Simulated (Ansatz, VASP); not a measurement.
# Si: VASP beside Ansatz

File POSCAR:

```
Si
1.0
    4.6041643450     -2.4553413441      0.0000000000
    4.6041643450      2.4553413441      0.0000000000
    0.0000000000      0.0000000000      5.2140184106
Si
8
Direct
    0.4999882949      0.5000117051      0.7708469308
    0.5000117051      0.4999882949      0.2291530692
    0.0000117051      0.9999882949      0.2708469308
    0.9999882949      0.0000117051      0.7291530692
    0.7251470617      0.7251470617      0.5000000000
    0.2251470617      0.2251470617      0.0000000000
    0.2748529383      0.2748529383      0.5000000000
    0.7748529383      0.7748529383      0.0000000000
```

The input INCAR.step1:

```
PREC = Accurate
ENCUT = 520
ISMEAR = 0
SIGMA = 0.15
LREAL = F
LASPH = T
NELM = 100
NBANDS = 26
GGA = PE
ALGO = Normal
EDIFF = 1E-4
LWAVE = T
LCHARG = F
```

INCAR.step2

```
PREC = Accurate
ENCUT = 520
EDIFF = 1E-7
ISMEAR = 0
SIGMA = 0.15
LREAL = F
LASPH = T
NELM = 100
ALGO = Normal
ISIF = 2
LWAVE = F
LCHARG = F
METAGGA = R2SCAN
LMIXTAU = T
NBANDS = 26
ISTART = 1
```

Contents of KPOINTS:

```
regular mesh
0
Gamma
  10 10 8
```

Input for Ansatz:

```yaml
crystal:
  lattice:
    - [4.604164345, -2.4553413441, 0.0]
    - [4.604164345, 2.4553413441, 0.0]
    - [0.0, 0.0, 5.2140184106]
  atoms:
    - { symbol: Si, position: [0.4999882949, 0.5000117051, 0.7708469308] }
    - { symbol: Si, position: [0.5000117051, 0.4999882949, 0.2291530692] }
    - { symbol: Si, position: [1.17051e-05, 0.9999882949, 0.2708469308] }
    - { symbol: Si, position: [0.9999882949, 1.17051e-05, 0.7291530692] }
    - { symbol: Si, position: [0.7251470617, 0.7251470617, 0.5] }
    - { symbol: Si, position: [0.2251470617, 0.2251470617, 0.0] }
    - { symbol: Si, position: [0.2748529383, 0.2748529383, 0.5] }
    - { symbol: Si, position: [0.7748529383, 0.7748529383, 0.0] }
basis:
  ecutwfc: 500
kpoints:
  mp_grid: { grid: [10, 10, 8] }
hamiltonian:
  xc: r2scan
scf:
  occupations: { method: gaussian, width: 0.15 }
output:
  forces: true
  stress: true
  eigenvalues: true
```

Change from the starting cell: strain +0.000 along x and y, -0.030 along z, atoms carried along.

Alike in both runs: task single point; functional r2SCAN; k mesh 10 × 10 × 8; occupations gaussian, width 0.15 eV; no spin polarisation.

|  | VASP | Ansatz |
| --- | --- | --- |
| version | VASP 6.6.1 | Ansatz 0.2.0 |
| potentials or method | VASP PAW PBE potentials, release 64 (Si), cutoff 520 eV | scalar-relativistic, plane waves, PAW |
| valence electrons in the cell | 32 | 32 |

```tsv
	VASP	Ansatz	Ansatz less VASP
gap on the k mesh at the Fermi level (eV)	none	none	-
pressure (GPa)	3.4	3.6	+0.11
traceless stress, the component that is largest in VASP (GPa)	3.34	3.33	-0.005
rms of the force components (eV/Å)	0.068	0.073	+0.0049
```

VASP's potentials were made for PBE, not for r2SCAN. Atom by atom the forces differ by 0.006 eV/Å (rms over components). A gap of «none» marks a metal or a gap that the smearing closes. With one functional, cell and mesh, what is left measures potentials, basis and numerics.
